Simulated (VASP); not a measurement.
A run of VASP 6.6.1 is set up as follows.

INCAR

```
  ALGO = Normal
  EDIFF = 1E-6
  ENCUT = 520
  GGA = PE
  ISIF = 2
  ISMEAR = 0
  LASPH = T
  LCHARG = F
  LREAL = F
  LWAVE = F
  NBANDS = 16
  NELM = 60
  PREC = Accurate
  SIGMA = 0.05
```

File KPOINTS:

```
k-points
0
Gamma
  10 10 10
```

The input POSCAR:

```
CdS
1.0
    0.0000000000      2.9829794582      2.9829794582
    2.9829794582      0.0000000000      2.9829794582
    2.9829794582      2.9829794582      0.0000000000
Cd S
1 1
Direct
    0.0000000000      0.0000000000      0.0000000000
    0.7500000000      0.7500000000      0.7500000000
```

Potentials or basis: VASP PAW PBE potentials, release 64 (Cd, S).

Run with:

```console
$ cat potpaw_PBE.64/Cd/POTCAR potpaw_PBE.64/S/POTCAR > POTCAR
$ mpirun -np 1 vasp_std > vasp.out
```

Predict the pressure.

-0.8 GPa.

Estimate the band gap on the k mesh.

1.00 eV, direct.
